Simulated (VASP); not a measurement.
# YbTl2BrO4 (P1) in VASP: single point with PBE

Aim: the single point of YbTl2BrO4 with PBE.

Program: VASP 6.6.1. These are calculated values, not measurements. Logs are shortened: lines on timing, memory, paths and dates and some standing lists are left out, and cuts for length are marked.

### Step 1. The cell of the first run

The typed cell holds 8 atoms: a = 3.908 Å, b = 3.821 Å, c = 8.988 Å, α = 89.58°, β = 90.28°, γ = 91.41°.

### Step 2. Single point, PBE, collinear spin, ferromagnetic start

The input, INCAR:

```
SYSTEM = YbTl2BrO4
  PREC = Accurate
  ENCUT = 520
  EDIFF = 1E-6
  ISMEAR = 1
  SIGMA = 0.005
  LREAL = .FALSE.
  LASPH = .TRUE.
  NELM = 150
  ALGO = Normal
  ISIF = 2
  LWAVE = .FALSE.
  LCHARG = .FALSE.
  ISPIN = 2
  MAGMOM = 0 0 0 0 0 0 0 -0.8
  LORBIT = 11
  LMAXMIX = 6
  GGA = PE
  NBANDS = 54
```

The input, KPOINTS:

```
Automatic mesh
0
Gamma
  5 5 2
  0.5 0.5 0
```

The input, POSCAR:

```
YbTl2BrO4
1.0
    3.9075010000     -0.0476810000     -0.0093760000
   -0.0476810000      3.8210050000      0.0137910000
   -0.0222400000      0.0327130000      8.9879330000
Br Tl O Yb
1 2 4 1
Direct
    0.9587410000      0.0214360000      0.5152950000
    0.5271190000      0.4833100000      0.7342010000
    0.5166200000      0.4668970000      0.2861260000
    0.5226890000      0.9343190000      0.8601560000
    0.0043720000      0.4434560000      0.8614260000
    0.5249840000      0.0464330000      0.1458100000
    0.9940070000      0.5064190000      0.1486550000
    0.0209640000      0.0483270000      0.0051900000
```

Potentials or basis: VASP PAW PBE potentials, release 64 (Br, Tl_d, O, Yb).

On the command line:

```
$ cat potpaw_PBE.64/Br/POTCAR potpaw_PBE.64/Tl_d/POTCAR potpaw_PBE.64/O/POTCAR potpaw_PBE.64/Yb/POTCAR > POTCAR
$ mpirun -np 1 vasp_std > vasp.out
```

OUTCAR:

```text
SYSTEM = YbTl2BrO4
   PREC = Accurate
   ENCUT = 520
   EDIFF = 1E-6
   ISMEAR = 1
   LREAL = .FALSE.
   LASPH = .TRUE.
   NELM = 150
   ISIF = 2
   ISPIN = 2
   LORBIT = 11
   GGA = PE

 ion  position               nearest neighbor table
   1  0.959  0.021  0.515-   2 3.17   3 3.19   2 3.28   3 3.40   3 3.42   2 3.43
   2  0.527  0.483  0.734-   4 2.07   5 2.19   5 2.35   4 2.38   1 3.17   1 3.28   1 3.43   8 3.53
                             8 3.53   8 3.76   8 3.85   3 4.03
   3  0.517  0.467  0.286-   6 2.05   7 2.24   7 2.39   6 2.54   1 3.19   1 3.40   1 3.42   8 3.54
                             8 3.62   8 3.87   8 3.89   2 4.03
   4  0.523  0.934  0.860-   2 2.07   8 2.37   2 2.38   8 2.41
   5  0.004  0.443  0.861-   8 1.98   2 2.19   2 2.35   8 2.66
   6  0.525  0.046  0.146-   3 2.05   8 2.32   8 2.34   3 2.54
   7  0.994  0.506  0.149-   8 2.19   3 2.24   3 2.39   8 2.43
   8  0.021  0.048  0.005-   5 1.98   7 2.19   6 2.32   6 2.34   4 2.37   4 2.41   7 2.43   5 2.66
                             2 3.53   2 3.53   3 3.54   3 3.62   2 3.76   2 3.85   3 3.87   3 3.89

  LATTYP: Found a triclinic cell.
 ALAT       =     3.8213273714
 B/A-ratio  =     1.4125448270
 C/A-ratio  =     2.3520675341
 COS(alpha) =     0.0015928121
 COS(beta)  =     0.0072791105
 COS(gamma) =     0.6900705715

  Lattice vectors:

 A1 = (   0.0476810000,  -3.8210050000,  -0.0137910000)
 A2 = (  -3.8598200000,  -3.7733240000,  -0.0044150000)
 A3 = (   0.0222400000,  -0.0327130000,  -8.9879330000)

Analysis of symmetry for initial positions (statically):
=====================================================================
 Subroutine PRICEL returns:
 Original cell was already a primitive cell.

 Routine SETGRP: Setting up the symmetry group for a
 triclinic supercell.

 Subroutine GETGRP returns: Found  1 space group operations
 (whereof  1 operations were pure point group operations)
 out of a pool of  2 trial point group operations.

The static configuration has the point symmetry C_1 .

Analysis of symmetry for dynamics (positions and initial velocities):
=====================================================================
 Subroutine PRICEL returns:
 Original cell was already a primitive cell.

 Routine SETGRP: Setting up the symmetry group for a
 triclinic supercell.

 Subroutine GETGRP returns: Found  1 space group operations
 (whereof  1 operations were pure point group operations)
 out of a pool of  2 trial point group operations.

The dynamic configuration has the point symmetry C_1 .

Analysis of structural, dynamic, and magnetic symmetry:
=====================================================================
 Subroutine PRICEL returns:
 Original cell was already a primitive cell.

 Routine SETGRP: Setting up the symmetry group for a
 triclinic supercell.

 Subroutine GETGRP returns: Found  1 space group operations
 (whereof  1 operations were pure point group operations)
 out of a pool of  2 trial point group operations.

The overall configuration has the point symmetry C_1 .

 Subroutine INISYM returns: Found  1 space group operations
 (whereof  1 operations are pure point group operations),
 and found     1 'primitive' translations

----------------------------------------------------------------------------------------

                                     Primitive cell

  volume of cell :     134.1721

  direct lattice vectors                    reciprocal lattice vectors
     3.907501000 -0.047681000 -0.009376000     0.255958480  0.003191773  0.000621734
    -0.047681000  3.821005000  0.013791000     0.003191773  0.261754490 -0.000944799
    -0.022240000  0.032713000  8.987933000     0.000262112 -0.000398304  0.111262385

  length of vectors
     3.907803149  3.821327371  8.988020047     0.255979135  0.261775655  0.111263406

  position of ions in fractional coordinates (direct lattice)
     0.958741000  0.021436000  0.515295000
     0.527119000  0.483310000  0.734201000
     0.516620000  0.466897000  0.286126000
     0.522689000  0.934319000  0.860156000
     0.004372000  0.443456000  0.861426000
     0.524984000  0.046433000  0.145810000
     0.994007000  0.506419000  0.148655000
[... 74 lines left out ...]
 SYSTEM =  YbTl2BrO4
   PREC   = accura    normal or accurate (medium, high low for compatibility)
   ISTART =      0    job   : 0-new  1-cont  2-samecut
   ICHARG =      2    charge: 1-file 2-atom 10-const
   ISPIN  =      2    spin polarized calculation?
   LNONCOLLINEAR =      F non collinear calculations
   LSORBIT =      F    spin-orbit coupling
   LASPH  =      T    aspherical Exc in radial PAW
   ENCUT  =  520.0 eV  38.22 Ry    6.18 a.u.   7.27  7.11 16.71*2*pi/ulx,y,z
   NELM   =    150;   NELMIN=  2; NELMDL= -5     # of ELM steps
   EDIFF  = 0.1E-05   stopping-criterion for ELM
   LREAL  =      F    real-space projection
   EDIFFG = 0.1E-04   stopping-criterion for IOM
   NSW    =      0    number of steps for IOM
   IBRION =     -1    ionic relax: 0-MD 1-quasi-New 2-CG
   NFREE  =      0    steps in history (QN), initial steepest desc. (CG)
   ISIF   =      2    stress and relaxation
   ISYM   =      2    0-nonsym 1-usesym 2-fastsym
   POTIM  = 0.5000    time-step for ionic-motion
   TEBEG  =    0.0;   TEEND  =   0.0 temperature during run
   PSTRESS=    0.0 pullay stress
   NELECT =      81.0000    total number of electrons
   NUPDOWN=      -1.0000    fix difference up-down
   EMIN   =  10.00;   EMAX   =-10.00  energy-range for DOS
   EFERMI =   0.00;   METHOD = LEGACY
   ISMEAR =     1;   SIGMA  =   0.01  broadening in eV -4-tet -1-fermi 0-gaus
   EFERMI_NEDOS =   21; number of points for ismear=-14 and -15
   IALGO  =     38    algorithm
   IMIX   =      4    mixing-type and parameters
     AMIX     =   0.40;   BMIX     =  1.00
     AMIX_MAG =   1.60;   BMIX_MAG =  1.00
  volume/ion in A,a.u.               =      16.77       113.18
  Fermi-wavevector in a.u.,A,eV,Ry     =   1.383617  2.614656 26.046924  1.914395
  Thomas-Fermi vector in A             =   2.508198
   LORBIT       =     11    0 simple, 1 ext, 2 COOP (PROOUT), +10 PAW based schemes
   GGA     = PE    functional components
   LHFCALC =     F    Hartree Fock is set to
   AEXX    =    0.0000 exact exchange contribution
   IVDW    =     0    specifies the selected vdW correction
   LEPSILON=     F    determine dielectric tensor
   LRPA    =     F    only Hartree local field effects (RPA)
 spin polarized calculation
 Methfessel and Paxton  Order N= 1 SIGMA  =   0.01
  energy-cutoff  :      520.00
  volume of cell :      134.17
 maximum number of plane-waves:      3631
 NGX is ok and might be reduce to    30
   NGX = 15   NGY = 15   NGZ = 33

 number of electron      80.9999992 magnetization      -1.4000806

 Free energy of the ion-electron system (eV)
  ---------------------------------------------------
  ext. energy  EPLUGINS =         0.00000000
  ---------------------------------------------------
  free energy    TOTEN  =       -37.42801861 eV

  energy without entropy =      -37.42803117  energy(sigma->0) =      -37.42802280

 E-fermi :   3.4302     XC(G=0): -10.4420

 val. band max:        3.4272269097   @ k =   0.3000   0.1000   0.0000
 cond. band min:       3.4336642959   @ k =   0.3000   0.1000   0.5000
 fundamental gap:      0.0064373862
 Fermi energy:         3.4302033935

 spin component 1

 k-point     1 :       0.1000    0.1000    0.0000
  band No.  band energies     occupation
      1     -47.0599      1.00000
      2     -19.6063      1.00000
      3     -19.2306      1.00000
      4     -19.0963      1.00000
      5     -14.1343      1.00000
      6     -13.3847      1.00000
[... 1309 lines left out ...]
     51      11.9197      0.00000
     52      12.4580      0.00000

 [... further k-points ...]

 spin component 2

 k-point     1 :       0.1000    0.1000    0.0000
  band No.  band energies     occupation
      1     -47.4071      1.00000
      2     -19.8567      1.00000
      3     -19.4454      1.00000
      4     -19.3013      1.00000
      5     -14.3243      1.00000
      6     -13.5728      1.00000
[... 1309 lines left out ...]
     51      11.8659      0.00000
     52      12.4053      0.00000

 [... further k-points ...]

 [bands above 52 left out]

------------------------ aborting loop because EDIFF is reached ----------------------------------------

  FORCE on cell =-STRESS in cart. coord.  units (eV):
  Direction    XX          YY          ZZ          XY          YZ          ZX
  --------------------------------------------------------------------------------------
  -------------------------------------------------------------------------------------
  Total        4.2590263      9.5663346      4.1427202      0.6594652      1.2090450      0.3467060
  in kB       50.8579327    114.2336219     49.4690963      7.8748130     14.4374619      4.1400893
  external PRESSURE =      71.5202170 kB  Pullay stress =       0.0000000 kB

 VOLUME and BASIS-vectors are now :
 -----------------------------------------------------------------------------
  energy-cutoff  :      520.00
  volume of cell :      134.17
      direct lattice vectors                 reciprocal lattice vectors
     3.907501000 -0.047681000 -0.009376000     0.255958480  0.003191773  0.000621734
    -0.047681000  3.821005000  0.013791000     0.003191773  0.261754490 -0.000944799
    -0.022240000  0.032713000  8.987933000     0.000262112 -0.000398304  0.111262385

 POSITION                                       TOTAL-FORCE (eV/Angst)
 -----------------------------------------------------------------------------------
      3.73380      0.05305      4.62274        -0.024957      0.014948     -0.152663
      2.02034      1.84561      6.60067        -0.482261     -1.289427     -0.039519
      1.99007      1.76874      2.57328        -0.370458      1.879896     -0.068114
      1.97873      3.57325      7.73901        -0.340942      1.693056     -0.018181
     -0.02322      1.72242      7.74851         0.755913      2.183774     -1.873023
      2.04592      0.15716      1.30625        -0.429804     -1.990803     -0.368783
      3.85663      1.89250      1.33377         0.889122      1.092165      1.039098
      0.07950      0.18383      0.04712         0.003387     -3.583610      1.481183
 -----------------------------------------------------------------------------------
    total drift:                               -0.000150      0.000125     -0.001464

  FREE ENERGIE OF THE ION-ELECTRON SYSTEM (eV)
  ---------------------------------------------------
  free  energy   TOTEN  =       -37.4280186137 eV

  energy  without entropy=      -37.4280311673  energy(sigma->0) =      -37.42802280

 total charge

# of ion       s       p       d       f       tot
--------------------------------------------------
    1        1.625   3.182   0.010   0.000   4.817
    2        0.869   0.453   9.792   0.000  11.114
    3        0.907   0.424   9.776   0.000  11.108
    4        1.582   3.379   0.000   0.000   4.961
    5        1.587   3.423   0.000   0.000   5.010
    6        1.584   3.383   0.000   0.000   4.967
    7        1.585   3.360   0.000   0.000   4.945
    8        2.156   6.141   0.643  13.210  22.151
--------------------------------------------------
tot         11.896  23.745  20.221  13.210  69.072

 magnetization (x)

# of ion       s       p       d       f       tot
--------------------------------------------------
    1        0.000   0.002  -0.000   0.000   0.002
    2        0.005  -0.000  -0.005   0.000  -0.000
    3        0.006   0.000  -0.005   0.000   0.001
    4       -0.001  -0.083   0.000   0.000  -0.084
    5       -0.002  -0.130   0.000   0.000  -0.133
    6       -0.002  -0.110   0.000   0.000  -0.111
    7       -0.003  -0.169   0.000   0.000  -0.172
    8        0.000   0.003  -0.000  -0.807  -0.804
--------------------------------------------------
tot          0.003  -0.487  -0.010  -0.807  -1.302
```

It took 37 min on 1 thread of Intel Xeon Platinum 8259CL at 2.50GHz (Skylake/Cascade Lake), shared host; peak memory 0.51 GiB.

What came out:

```
Free energy                                           : -37.4280 eV
Pressure                                              : 7.2 GPa
Largest force                                         : 3.878 eV/Å
Net moment                                            : -1.40 μB per cell
Site moments                                          : Br +0.00; Tl -0.00, +0.00; O -0.08, -0.13, -0.11, -0.17; Yb -0.80 μB
Valence electrons inside the program's atomic spheres : Br 4.82; Tl 11.11; O 4.96, 5.01, 4.97, 4.95; Yb 22.15
```

Forces in eV/Å, atoms in the order of the input:
```
Br  -0.025  0.015 -0.153
Tl  -0.482 -1.289 -0.040
Tl  -0.370  1.880 -0.068
O   -0.341  1.693 -0.018
O    0.756  2.184 -1.873
O   -0.430 -1.991 -0.369
O    0.889  1.092  1.039
Yb   0.003 -3.584  1.481
```

Caveat: the stress differs along the axes, from 5 to 11 GPa; spin-orbit coupling is left out, which moves the levels of the heavy elements; forces of over 1 eV/Å act on the atoms, so gaps and moduli don't describe the material at rest.
